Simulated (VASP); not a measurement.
# W2AuN3 (P6mm) in VASP: single point with PBE

Aim: the single point of W2AuN3 with PBE.

Program: VASP 6.6.1. These are calculated values, not measurements. Logs are shortened: lines on timing, memory, paths and dates and some standing lists are left out, and cuts for length are marked.

## Step 1: The cell of the first run

The structure is hexagonal, space group P6mm (No. 183). The conventional cell has a = 4.727 Å, b = 4.727 Å, c = 4.201 Å, α = 90.00°, β = 90.00°, γ = 120.00°. W (site symmetry 3m) has 1 N at 1.76 Å within 2.3 Å. Within 2.7 Å of Au (site symmetry 6mm) lie 2 N at 2.06 to 2.14 Å. Within 2.3 Å of N (site symmetry 3m) lie 1 W at 1.76 Å. N (site symmetry 6mm) has 2 Au at 2.06 to 2.14 Å within 2.7 Å.

## Step 2: Single point, PBE

Contents of INCAR:

```
PREC = Accurate
ENCUT = 600
EDIFF = 1E-6
ISMEAR = 0
SIGMA = 0.15
LREAL = F
LASPH = T
NELM = 120
ALGO = Normal
ISIF = 2
LWAVE = F
LCHARG = F
GGA = PE
NBANDS = 36
GGA_COMPAT = F
```

Contents of KPOINTS:

```
regular mesh
0
Gamma
  3 3 2
```

Contents of POSCAR:

```
W2AuN3
1.0
    4.7267644854      0.0000000000      0.0000000000
   -2.3633822427      4.0934981221      0.0000000000
    0.0000000000      0.0000000000      4.2014583590
W Au N
2 1 3
Direct
    0.3333333333      0.6666666667      0.9886411762
    0.6666666667      0.3333333333      0.9886411762
    0.0000000000      0.0000000000      0.3962567422
    0.3333333333      0.6666666667      0.4074682039
    0.6666666667      0.3333333333      0.4074682039
    0.0000000000      0.0000000000     -0.1133483025
```

Potentials or basis: VASP PAW PBE potentials, release 64 (W_sv, Au, N).

On the command line:

```console
$ cat potpaw_PBE.64/W_sv/POTCAR potpaw_PBE.64/Au/POTCAR potpaw_PBE.64/N/POTCAR > POTCAR
$ mpirun -np 1 vasp_std > vasp.out
```

OUTCAR:

```text
PREC = Accurate
   ENCUT = 600
   EDIFF = 1E-6
   ISMEAR = 0
   LREAL = F
   LASPH = T
   NELM = 120
   ISIF = 2
   GGA = PE

 ion  position               nearest neighbor table
   1  0.333  0.667  0.989-   4 1.76   4 2.44   2 2.73   2 2.73   2 2.73   3 3.22   3 3.22   3 3.22

   2  0.667  0.333  0.989-   5 1.76   5 2.44   1 2.73   1 2.73   1 2.73   3 3.22   3 3.22   3 3.22

   3  0.000  0.000  0.396-   6 2.06   6 2.14   1 3.22   2 3.22   2 3.22   1 3.22   2 3.22   1 3.22

   4  0.333  0.667  0.407-   1 1.76   1 2.44
   5  0.667  0.333  0.407-   2 1.76   2 2.44
   6  0.000  0.000  0.887-   3 2.06   3 2.14

  LATTYP: Found a hexagonal cell.
 ALAT       =     4.7267644854
 C/A-ratio  =     0.8888656018

  Lattice vectors:

 A1 = (   4.7267644854,   0.0000000000,   0.0000000000)
 A2 = (  -2.3633822427,   4.0934981221,   0.0000000000)
 A3 = (   0.0000000000,   0.0000000000,   4.2014583590)

Analysis of symmetry for initial positions (statically):
=====================================================================
 Subroutine PRICEL returns:
 Original cell was already a primitive cell.

 Routine SETGRP: Setting up the symmetry group for a
 hexagonal supercell.

 Subroutine GETGRP returns: Found 12 space group operations
 (whereof 12 operations were pure point group operations)
 out of a pool of 24 trial point group operations.

The static configuration has the point symmetry C_6v.

Analysis of symmetry for dynamics (positions and initial velocities):
=====================================================================
 Subroutine PRICEL returns:
 Original cell was already a primitive cell.

 Routine SETGRP: Setting up the symmetry group for a
 hexagonal supercell.

 Subroutine GETGRP returns: Found 12 space group operations
 (whereof 12 operations were pure point group operations)
 out of a pool of 24 trial point group operations.

The dynamic configuration has the point symmetry C_6v.

 Subroutine INISYM returns: Found 12 space group operations
 (whereof 12 operations are pure point group operations),
 and found     1 'primitive' translations

----------------------------------------------------------------------------------------

                                     Primitive cell

  volume of cell :      81.2940

  direct lattice vectors                    reciprocal lattice vectors
     4.726764485  0.000000000  0.000000000     0.211561207  0.122144920  0.000000000
    -2.363382243  4.093498122  0.000000000     0.000000000  0.244289840  0.000000000
     0.000000000  0.000000000  4.201458359     0.000000000  0.000000000  0.238012593

  length of vectors
     4.726764485  4.726764485  4.201458359     0.244289840  0.244289840  0.238012593

  position of ions in fractional coordinates (direct lattice)
     0.333333333  0.666666667  0.988641176
     0.666666667  0.333333333  0.988641176
     0.000000000  0.000000000  0.396256742
     0.333333333  0.666666667  0.407468204
     0.666666667  0.333333333  0.407468204
     0.000000000  0.000000000  0.886651697

  ion indices of the primitive-cell ions
   primitive index   ion index
                 1           1
                 2           2
                 3           3
                 4           4
                 5           5
                 6           6

----------------------------------------------------------------------------------------

 KPOINTS: regular mesh

Automatic generation of k-mesh.
 Grid dimensions read from file:
 generate k-points for:    3    3    2

 Generating k-lattice:

  Cartesian coordinates                     Fractional coordinates (reciprocal lattice)
     0.070520402  0.040714973  0.000000000     0.333333333  0.000000000  0.000000000
     0.000000000  0.081429947  0.000000000     0.000000000  0.333333333  0.000000000
     0.000000000  0.000000000  0.119006297     0.000000000  0.000000000  0.500000000

  Length of vectors
     0.081429947  0.081429947  0.119006297

  Shift w.r.t. Gamma in fractional coordinates (k-lattice)
     0.000000000  0.000000000  0.000000000

 Subroutine IBZKPT returns following result:
 ===========================================

 Found      6 irreducible k-points:

 Following reciprocal coordinates:
            Coordinates               Weight
  0.000000  0.000000  0.000000      1.000000
  0.333333  0.000000  0.000000      6.000000
  0.333333  0.333333  0.000000      2.000000
  0.000000  0.000000  0.500000      1.000000
  0.333333  0.000000  0.500000      6.000000
  0.333333  0.333333  0.500000      2.000000
   k-points           NKPTS =      6   k-points in BZ     NKDIM =      6   number of bands    NBANDS=     36
   number of dos      NEDOS =    301   number of ions     NIONS =      6
   total plane-waves  NPLWV =  57600
   dimension x,y,z NGX =    40 NGY =   40 NGZ =   36
   dimension x,y,z NGXF=    80 NGYF=   80 NGZF=   72
   ions per type =               2   1   3
   NGX,Y,Z   is equivalent  to a cutoff of  14.07, 14.07, 14.24 a.u.
   NGXF,Y,Z  is equivalent  to a cutoff of  28.14, 28.14, 28.49 a.u.
 SYSTEM =  unknown system
   PREC   = accura    normal or accurate (medium, high low for compatibility)
   ISTART =      0    job   : 0-new  1-cont  2-samecut
   ICHARG =      2    charge: 1-file 2-atom 10-const
   ISPIN  =      1    spin polarized calculation?
   LNONCOLLINEAR =      F non collinear calculations
   LSORBIT =      F    spin-orbit coupling
   LASPH  =      T    aspherical Exc in radial PAW
   ENCUT  =  600.0 eV  44.10 Ry    6.64 a.u.   9.44  9.44  8.39*2*pi/ulx,y,z
   NELM   =    120;   NELMIN=  2; NELMDL= -5     # of ELM steps
   EDIFF  = 0.1E-05   stopping-criterion for ELM
   LREAL  =      F    real-space projection
   EDIFFG = 0.1E-04   stopping-criterion for IOM
   NSW    =      0    number of steps for IOM
   IBRION =     -1    ionic relax: 0-MD 1-quasi-New 2-CG
   NFREE  =      0    steps in history (QN), initial steepest desc. (CG)
   ISIF   =      2    stress and relaxation
   ISYM   =      2    0-nonsym 1-usesym 2-fastsym
   POTIM  = 0.5000    time-step for ionic-motion
   TEBEG  =    0.0;   TEEND  =   0.0 temperature during run
   PSTRESS=    0.0 pullay stress
   NELECT =      54.0000    total number of electrons
   NUPDOWN=      -1.0000    fix difference up-down
   EMIN   =  10.00;   EMAX   =-10.00  energy-range for DOS
   EFERMI =   0.00;   METHOD = LEGACY
   ISMEAR =     0;   SIGMA  =   0.15  broadening in eV -4-tet -1-fermi 0-gaus
   EFERMI_NEDOS =   21; number of points for ismear=-14 and -15
   IALGO  =     38    algorithm
   IMIX   =      4    mixing-type and parameters
     AMIX     =   0.40;   BMIX     =  1.00
     AMIX_MAG =   1.60;   BMIX_MAG =  1.00
  volume/ion in A,a.u.               =      13.55        91.43
  Fermi-wavevector in a.u.,A,eV,Ry     =   1.428411  2.699306 27.760759  2.040358
  Thomas-Fermi vector in A             =   2.548476
   LORBIT       =      0    0 simple, 1 ext, 2 COOP (PROOUT), +10 PAW based schemes
   GGA     = PE    functional components
   LHFCALC =     F    Hartree Fock is set to
   AEXX    =    0.0000 exact exchange contribution
   IVDW    =     0    specifies the selected vdW correction
   LEPSILON=     F    determine dielectric tensor
   LRPA    =     F    only Hartree local field effects (RPA)
 non-spin polarized calculation
 Gauss-broadening in eV      SIGMA  =   0.15
  energy-cutoff  :      600.00
  volume of cell :       81.29
 maximum number of plane-waves:      2741
 NGX is ok and might be reduce to    40
   NGX = 19   NGY = 19   NGZ = 17

 number of electron      53.9999999 magnetization

 Free energy of the ion-electron system (eV)
  ---------------------------------------------------
  ext. energy  EPLUGINS =         0.00000000
  ---------------------------------------------------
  free energy    TOTEN  =       -46.24032926 eV

  energy without entropy =      -46.19888155  energy(sigma->0) =      -46.21960541

 E-fermi :   6.9420     XC(G=0): -12.0600

 val. band max:        6.7915966064   @ k =   0.0000   0.0000   0.5000
 cond. band min:       6.9856000370   @ k =   0.3333   0.0000   0.5000
 fundamental gap:      0.1940034306
 Fermi energy:         6.9420238025

 k-point     1 :       0.0000    0.0000    0.0000
  band No.  band energies     occupation
      1     -66.7292      2.00000
      2     -66.6378      2.00000
      3     -31.3331      2.00000
      4     -31.1872      2.00000
      5     -31.1367      2.00000
      6     -31.1367      2.00000
[... 28 lines left out ...]
     35      10.2760      0.00000
     36      11.3810      0.00000

 k-point     2 :       0.3333    0.0000    0.0000
  band No.  band energies     occupation
      1     -66.7100      2.00000
      2     -66.6572      2.00000
      3     -31.3024      2.00000
      4     -31.2182      2.00000
      5     -31.1728      2.00000
      6     -31.0386      2.00000
[... 28 lines left out ...]
     35      11.2505      0.00000
     36      11.9797      0.00000

 k-point     3 :       0.3333    0.3333    0.0000
  band No.  band energies     occupation
      1     -66.6836      2.00000
      2     -66.6836      2.00000
      3     -31.2604      2.00000
      4     -31.2604      2.00000
      5     -31.2091      2.00000
      6     -30.8430      2.00000
[... 28 lines left out ...]
     35      11.4694      0.00000
     36      11.5841      0.00000

 k-point     4 :       0.0000    0.0000    0.5000
  band No.  band energies     occupation
      1     -66.7290      2.00000
      2     -66.6377      2.00000
      3     -31.3501      2.00000
      4     -31.2002      2.00000
      5     -31.1354      2.00000
      6     -31.1354      2.00000
[... 28 lines left out ...]
     35      13.8494      0.00000
     36      14.5603      0.00000

 k-point     5 :       0.3333    0.0000    0.5000
  band No.  band energies     occupation
      1     -66.7098      2.00000
      2     -66.6571      2.00000
      3     -31.3185      2.00000
      4     -31.2320      2.00000
      5     -31.1716      2.00000
      6     -31.0373      2.00000
[... 28 lines left out ...]
     35      12.2553      0.00000
     36      13.9161      0.00000

 k-point     6 :       0.3333    0.3333    0.5000
  band No.  band energies     occupation
      1     -66.6835      2.00000
      2     -66.6835      2.00000
      3     -31.2753      2.00000
      4     -31.2753      2.00000
      5     -31.2076      2.00000
      6     -30.8420      2.00000
[... 28 lines left out ...]
     35      11.9902      0.00000
     36      12.3505      0.00000

------------------------ aborting loop because EDIFF is reached ----------------------------------------

  FORCE on cell =-STRESS in cart. coord.  units (eV):
  Direction    XX          YY          ZZ          XY          YZ          ZX
  --------------------------------------------------------------------------------------
  -------------------------------------------------------------------------------------
  Total       -0.0486232     -0.0486232      0.2751616      0.0000000      0.0000000      0.0000000
  in kB       -0.9582858     -0.9582858      5.4230028      0.0000000      0.0000000      0.0000000
  external PRESSURE =       1.1688104 kB  Pullay stress =       0.0000000 kB

 VOLUME and BASIS-vectors are now :
 -----------------------------------------------------------------------------
  energy-cutoff  :      600.00
  volume of cell :       81.29
      direct lattice vectors                 reciprocal lattice vectors
     4.726764485  0.000000000  0.000000000     0.211561207  0.122144920  0.000000000
    -2.363382243  4.093498122  0.000000000     0.000000000  0.244289840  0.000000000
     0.000000000  0.000000000  4.201458359     0.000000000  0.000000000  0.238012593

 POSITION                                       TOTAL-FORCE (eV/Angst)
 -----------------------------------------------------------------------------------
     -0.00000      2.72900      4.15373         0.000000     -0.000000     -0.205808
      2.36338      1.36450      4.15373        -0.000000      0.000000     -0.205808
      0.00000      0.00000      1.66486        -0.000000      0.000000     -0.003245
     -0.00000      2.72900      1.71196        -0.000000      0.000000      0.209423
      2.36338      1.36450      1.71196         0.000000      0.000000      0.209423
      0.00000      0.00000      3.72523        -0.000000      0.000000     -0.003985
 -----------------------------------------------------------------------------------
    total drift:                                0.000000      0.000000     -0.000429

  FREE ENERGIE OF THE ION-ELECTRON SYSTEM (eV)
  ---------------------------------------------------
  free  energy   TOTEN  =       -46.2403292643 eV

  energy  without entropy=      -46.1988815460  energy(sigma->0) =      -46.21960541
```

Wall time 66 s (1 thread of Intel Xeon 8259CL, shared host); peak memory 0.24 GiB.

Results:

| Quantity | Value |
| --- | --- |
| Free energy | -46.2403 eV |
| Pressure | 0.1 GPa |
| Largest force | 0.209 eV/Å |
| Band gap on the k mesh | zero (band 27 reaches 6.99 eV, above the bottom of band 28 at 6.39 eV) |

Forces on the atoms (eV/Å):
```
W    0.000  0.000 -0.206
W    0.000  0.000 -0.206
Au   0.000  0.000 -0.003
N    0.000  0.000  0.209
N    0.000  0.000  0.209
N    0.000  0.000 -0.004
```

Levels at points of the mesh, in eV from the Fermi level:
```tsv
k point	band 23	band 24	band 25	band 26	band 27	band 28	band 29	band 30	band 31	band 32
(0.00, 0.00, 0.00)	-1.29	-1.29	-1.07	-0.86	-0.41	-0.41	1.14	1.14	2.74	3.13
(0.00, 0.00, 0.50)	-1.67	-1.13	-1.13	-0.64	-0.15	-0.15	2.96	2.96	3.40	3.40
```

Caveat: the k points lie up to 0.75 Å⁻¹ apart; spin-orbit coupling is left out, which moves the levels of the heavy elements.
